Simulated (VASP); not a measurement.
# BeS: single point with r2SCAN

Crystal: BeS.

```
CELL_PARAMETERS angstrom
0.05809 2.30332 2.30332
2.30332 0.05809 2.30332
2.30332 2.30332 0.05809
ATOMIC_POSITIONS crystal
Be 0.00000 0.00000 0.00000
S 0.50000 0.50000 0.50000
```

This cell differs from its parent crystal: epitaxial 111 strain -3.1%.

```json
{
 "Program": "VASP 6.6.1",
 "Task": "single point",
 "Functional": "r2SCAN",
 "Potentials or basis": "VASP PAW PBE potentials, release 64 (Be, S)",
 "Cutoff": "520 eV",
 "k mesh": "10 × 10 × 10",
 "Occupations": "gaussian, width 0.01 eV",
 "Spin": "no spin polarisation",
 "Dipole correction": "no",
 "Further INCAR settings": "ALGO = Normal; EDIFF = 1e-07; NBANDS = 11"
}
```

| Property | Result |
| --- | --- |
| Pressure | 7.0 GPa |
| Band gap on the k mesh | 1.19 eV (least direct gap 4.52 eV) |

Stress tensor (GPa, compression positive):
```
 6.97 -3.52 -3.52
-3.52  6.97 -3.52
-3.52 -3.52  6.97
```

Levels at points of the mesh, in eV from the valence-band top:
```tsv
k point	band 1	band 2	band 3	band 4	band 5	band 6	band 7	band 8
(0.00, 0.00, 0.00)	-16.44	-0.89	-0.23	-0.23	6.60	8.73	9.42	9.42
(0.50, 0.00, 0.00)	-13.80	-8.00	-0.97	-0.70	3.82	4.30	4.73	11.45
(0.50, 0.50, 0.00)	-12.65	-7.60	-3.91	-3.40	1.19	4.45	13.26	13.38
(0.50, 0.50, 0.50)	-14.09	-8.21	-0.46	-0.46	4.56	4.56	5.25	11.93
```

It took 100 s on 1 thread of Intel Xeon 8259CL, with other jobs on the host, peak memory 0.16 GiB.

Caveat: the cell differs from its parent crystal (epitaxial 111 strain -3.1%); the cell stands under pressure; the PAW data sets were made with another functional, which shifts forces and pressure a little. A k mesh can miss the band edges.
